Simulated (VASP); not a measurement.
# Pb (Fm-3m) in VASP: single point with LDA

Aim: the single point of Pb with LDA.

All numbers are computed with VASP 6.6.1; they aren't measurements. Logs are shortened: lines on timing, memory, paths and dates and some standing lists are left out, and cuts for length are marked.

## (1) The cell of the first run

It takes space group Fm-3m (No. 225, cubic). The conventional cell has a = 6.121 Å, b = 6.121 Å, c = 6.121 Å, α = 90.00°, β = 90.00°, γ = 90.00°. Within 5.7 Å of Pb (site symmetry m-3m) lie 12 Pb at 4.33 Å.

## (2) Single point, LDA

Input file INCAR:

```
SYSTEM = Pb
PREC = Accurate ; ENCUT = 500
EDIFF = 1E-6 ; ISMEAR = -1
SIGMA = 0.1 ; LREAL = .False.
LASPH = .True. ; NELM = 120
ALGO = Normal ; ISIF = 2
LWAVE = .False. ; LCHARG = .False.
GGA = CA ; NBANDS = 13
GGA_COMPAT = .False.
```

Input file KPOINTS:

```
regular mesh
0
Gamma
  5 5 5
  0 0 0
```

Input file POSCAR:

```
Pb
1.0
    0.0000000000      3.0606500000      3.0606500000
    3.0606500000      0.0000000000      3.0606500000
    3.0606500000      3.0606500000      0.0000000000
Pb
1
Direct
    0.0000000000      0.0000000000      0.0000000000
```

Potentials or basis: VASP PAW LDA potentials, release 64 (Pb_d).

The run is started by

```sh
cat potpaw_LDA.64/Pb_d/POTCAR > POTCAR
mpirun -np 1 vasp_std > vasp.out
```

OUTCAR:

```text
SYSTEM = Pb
   PREC = Accurate
   ENCUT = 500
   EDIFF = 1E-6
   ISMEAR = -1
   LREAL = .False.
   LASPH = .True.
   NELM = 120
   ISIF = 2
   GGA = CA

 ion  position               nearest neighbor table
   1  0.000  0.000  0.000-

  LATTYP: Found a face centered cubic cell.
 ALAT       =     6.1213000000

  Lattice vectors:

 A1 = (   0.0000000000,   3.0606500000,   3.0606500000)
 A2 = (   3.0606500000,   0.0000000000,   3.0606500000)
 A3 = (   3.0606500000,   3.0606500000,   0.0000000000)

Analysis of symmetry for initial positions (statically):
=====================================================================
 Subroutine PRICEL returns:
 Original cell was already a primitive cell.

 Routine SETGRP: Setting up the symmetry group for a
 face centered cubic supercell.

 Subroutine GETGRP returns: Found 48 space group operations
 (whereof 48 operations were pure point group operations)
 out of a pool of 48 trial point group operations.

The static configuration has the point symmetry O_h .

Analysis of symmetry for dynamics (positions and initial velocities):
=====================================================================
 Subroutine PRICEL returns:
 Original cell was already a primitive cell.

 Routine SETGRP: Setting up the symmetry group for a
 face centered cubic supercell.

 Subroutine GETGRP returns: Found 48 space group operations
 (whereof 48 operations were pure point group operations)
 out of a pool of 48 trial point group operations.

The dynamic configuration has the point symmetry O_h .

 Subroutine INISYM returns: Found 48 space group operations
 (whereof 48 operations are pure point group operations),
 and found     1 'primitive' translations

----------------------------------------------------------------------------------------

                                     Primitive cell

  volume of cell :      57.3418

  direct lattice vectors                    reciprocal lattice vectors
     0.000000000  3.060650000  3.060650000    -0.163363991  0.163363991  0.163363991
     3.060650000  0.000000000  3.060650000     0.163363991 -0.163363991  0.163363991
     3.060650000  3.060650000  0.000000000     0.163363991  0.163363991 -0.163363991

  length of vectors
     4.328412740  4.328412740  4.328412740     0.282954733  0.282954733  0.282954733

  position of ions in fractional coordinates (direct lattice)
     0.000000000  0.000000000  0.000000000

  ion indices of the primitive-cell ions
   primitive index   ion index
                 1           1

----------------------------------------------------------------------------------------

 KPOINTS: regular mesh

Automatic generation of k-mesh.
 Grid dimensions read from file:
 generate k-points for:    5    5    5

 Generating k-lattice:

  Cartesian coordinates                     Fractional coordinates (reciprocal lattice)
    -0.032672798  0.032672798  0.032672798     0.200000000  0.000000000  0.000000000
     0.032672798 -0.032672798  0.032672798     0.000000000  0.200000000  0.000000000
     0.032672798  0.032672798 -0.032672798     0.000000000  0.000000000  0.200000000

  Length of vectors
     0.056590947  0.056590947  0.056590947

  Shift w.r.t. Gamma in fractional coordinates (k-lattice)
     0.000000000  0.000000000  0.000000000

 Subroutine IBZKPT returns following result:
 ===========================================

 Found     10 irreducible k-points:

 Following reciprocal coordinates:
            Coordinates               Weight
  0.000000  0.000000  0.000000      1.000000
  0.200000  0.000000  0.000000      8.000000
  0.400000  0.000000  0.000000      8.000000
  0.200000  0.200000  0.000000      6.000000
  0.400000  0.200000  0.000000     24.000000
 -0.400000  0.200000  0.000000     24.000000
 -0.200000  0.200000  0.000000     12.000000
  0.400000  0.400000  0.000000      6.000000
 -0.400000  0.400000  0.000000     12.000000
 -0.400000  0.400000  0.200000     24.000000
   k-points           NKPTS =     10   k-points in BZ     NKDIM =     10   number of bands    NBANDS=     13
   number of dos      NEDOS =    301   number of ions     NIONS =      1
   total plane-waves  NPLWV =  32768
   dimension x,y,z NGX =    32 NGY =   32 NGZ =   32
   dimension x,y,z NGXF=    64 NGYF=   64 NGZF=   64
   ions per type =               1
   NGX,Y,Z   is equivalent  to a cutoff of  12.29, 12.29, 12.29 a.u.
   NGXF,Y,Z  is equivalent  to a cutoff of  24.58, 24.58, 24.58 a.u.
 SYSTEM =  Pb
   PREC   = accura    normal or accurate (medium, high low for compatibility)
   ISTART =      0    job   : 0-new  1-cont  2-samecut
   ICHARG =      2    charge: 1-file 2-atom 10-const
   ISPIN  =      1    spin polarized calculation?
   LNONCOLLINEAR =      F non collinear calculations
   LSORBIT =      F    spin-orbit coupling
   LASPH  =      T    aspherical Exc in radial PAW
   ENCUT  =  500.0 eV  36.75 Ry    6.06 a.u.   7.89  7.89  7.89*2*pi/ulx,y,z
   NELM   =    120;   NELMIN=  2; NELMDL= -5     # of ELM steps
   EDIFF  = 0.1E-05   stopping-criterion for ELM
   LREAL  =      F    real-space projection
   EDIFFG = 0.1E-04   stopping-criterion for IOM
   NSW    =      0    number of steps for IOM
   IBRION =     -1    ionic relax: 0-MD 1-quasi-New 2-CG
   NFREE  =      0    steps in history (QN), initial steepest desc. (CG)
   ISIF   =      2    stress and relaxation
   ISYM   =      2    0-nonsym 1-usesym 2-fastsym
   POTIM  = 0.5000    time-step for ionic-motion
   TEBEG  =    0.0;   TEEND  =   0.0 temperature during run
   PSTRESS=    0.0 pullay stress
   NELECT =      14.0000    total number of electrons
   NUPDOWN=      -1.0000    fix difference up-down
   EMIN   =  10.00;   EMAX   =-10.00  energy-range for DOS
   EFERMI =   0.00;   METHOD = LEGACY
   ISMEAR =    -1;   SIGMA  =   0.10  broadening in eV -4-tet -1-fermi 0-gaus
   EFERMI_NEDOS =   21; number of points for ismear=-14 and -15
   IALGO  =     38    algorithm
   IMIX   =      4    mixing-type and parameters
     AMIX     =   0.40;   BMIX     =  1.00
     AMIX_MAG =   1.60;   BMIX_MAG =  1.00
  volume/ion in A,a.u.               =      57.34       386.96
  Fermi-wavevector in a.u.,A,eV,Ry     =   1.023200  1.933568 14.244458  1.046938
  Thomas-Fermi vector in A             =   2.156921
   LORBIT       =      0    0 simple, 1 ext, 2 COOP (PROOUT), +10 PAW based schemes
   GGA     = CA    functional components
   LHFCALC =     F    Hartree Fock is set to
   AEXX    =    0.0000 exact exchange contribution
   IVDW    =     0    specifies the selected vdW correction
   LEPSILON=     F    determine dielectric tensor
   LRPA    =     F    only Hartree local field effects (RPA)
 non-spin polarized calculation
  energy-cutoff  :      500.00
  volume of cell :       57.34
 maximum number of plane-waves:      1476
   NGX = 15   NGY = 15   NGZ = 15

 number of electron      13.9999999 magnetization

 Free energy of the ion-electron system (eV)
  ---------------------------------------------------
  ext. energy  EPLUGINS =         0.00000000
  ---------------------------------------------------
  free energy    TOTEN  =        -3.05698922 eV

  energy without entropy =       -3.01557420  energy(sigma->0) =       -3.03628171

 E-fermi :   1.7661     XC(G=0):  -7.7674

 val. band max:        1.7480020219   @ k =  -0.4000   0.4000   0.0000
 cond. band min:       1.8211042570   @ k =  -0.4000   0.4000   0.2000
 fundamental gap:      0.0731022351
 Fermi energy:         1.7661202348

 k-point     1 :       0.0000    0.0000    0.0000
  band No.  band energies     occupation
      1     -15.3703      2.00000
      2     -15.3703      2.00000
      3     -15.3703      2.00000
      4     -15.3544      2.00000
      5     -15.3544      2.00000
      6      -7.3028      2.00000
      7       5.1073      0.00000
      8       5.1073      0.00000
      9       5.1073      0.00000
     10       6.8181      0.00000
     11      10.5931      0.00000
     12      10.6215      0.00000
     13      10.6215      0.00000

 k-point     2 :       0.2000    0.0000    0.0000
  band No.  band energies     occupation
      1     -15.3685      2.00000
      2     -15.3660      2.00000
      3     -15.3660      2.00000
      4     -15.3518      2.00000
      5     -15.3518      2.00000
      6      -7.0000      2.00000
      7       2.5174      0.00109
      8       4.8251      0.00000
      9       4.8251      0.00000
     10       7.8764      0.00000
     11      10.3381      0.00000
     12      10.8995      0.00000
     13      10.8995      0.00000

 k-point     3 :       0.4000    0.0000    0.0000
  band No.  band energies     occupation
      1     -15.3676      2.00000
      2     -15.3676      2.00000
      3     -15.3659      2.00000
      4     -15.3391      2.00000
      5     -15.3391      2.00000
      6      -6.3744      2.00000
      7       0.1990      2.00000
      8       4.4516      0.00000
      9       4.4516      0.00000
     10       7.3989      0.00000
     11      10.1059      0.00000
     12      10.1059      0.00000
     13      10.2194      0.00000
[... 81 lines left out ...]
 k-point     9 :      -0.4000    0.4000    0.0000
  band No.  band energies     occupation
      1     -15.3786      2.00000
      2     -15.3657      2.00000
      3     -15.3427      2.00000
      4     -15.3388      2.00000
      5     -15.3354      2.00000
      6      -5.8790      2.00000
      7       0.6190      1.99998
      8       1.7480      1.09034
      9       3.2303      0.00000
     10       6.6376      0.00000
     11       8.8238      0.00000
     12      13.6678      0.00000
     13      13.7333      0.00000

 k-point    10 :      -0.4000    0.4000    0.2000
  band No.  band energies     occupation
      1     -15.3669      2.00000
      2     -15.3652      2.00000
      3     -15.3531      2.00000
      4     -15.3431      2.00000
      5     -15.3360      2.00000
      6      -5.9731      2.00000
      7       0.8337      1.99982
      8       1.8211      0.73180
      9       2.8843      0.00003
     10       8.3606      0.00000
     11       9.6333      0.00000
     12      10.2003      0.00000
     13      12.9975      0.00000

------------------------ aborting loop because EDIFF is reached ----------------------------------------

  FORCE on cell =-STRESS in cart. coord.  units (eV):
  Direction    XX          YY          ZZ          XY          YZ          ZX
  --------------------------------------------------------------------------------------
  -------------------------------------------------------------------------------------
  Total       -2.5485132     -2.5485132     -2.5485132      0.0000000     -0.0000000     -0.0000000
  in kB      -71.2076183    -71.2076183    -71.2076183      0.0000000     -0.0000000     -0.0000000
  external PRESSURE =     -71.2076183 kB  Pullay stress =       0.0000000 kB

 VOLUME and BASIS-vectors are now :
 -----------------------------------------------------------------------------
  energy-cutoff  :      500.00
  volume of cell :       57.34
      direct lattice vectors                 reciprocal lattice vectors
     0.000000000  3.060650000  3.060650000    -0.163363991  0.163363991  0.163363991
     3.060650000  0.000000000  3.060650000     0.163363991 -0.163363991  0.163363991
     3.060650000  3.060650000  0.000000000     0.163363991  0.163363991 -0.163363991

 POSITION                                       TOTAL-FORCE (eV/Angst)
 -----------------------------------------------------------------------------------
      0.00000      0.00000      0.00000        -0.000000      0.000000     -0.000000
 -----------------------------------------------------------------------------------
    total drift:                                0.000000      0.000000      0.000000

  FREE ENERGIE OF THE ION-ELECTRON SYSTEM (eV)
  ---------------------------------------------------
  free  energy   TOTEN  =        -3.0569892246 eV

  energy  without entropy=       -3.0155742017  energy(sigma->0) =       -3.03628171
```

It took 8.6 s on 1 thread of Intel Xeon 8259CL, shared host; peak memory 0.14 GiB.

Results:

- Free energy: -3.0570 eV
- Pressure: -7.1 GPa
- Band gap on the k mesh: zero (band 7 reaches 5.11 eV, above the bottom of band 8 at 1.75 eV)

Caveat: spin-orbit coupling is left out, which moves the levels of the heavy elements.
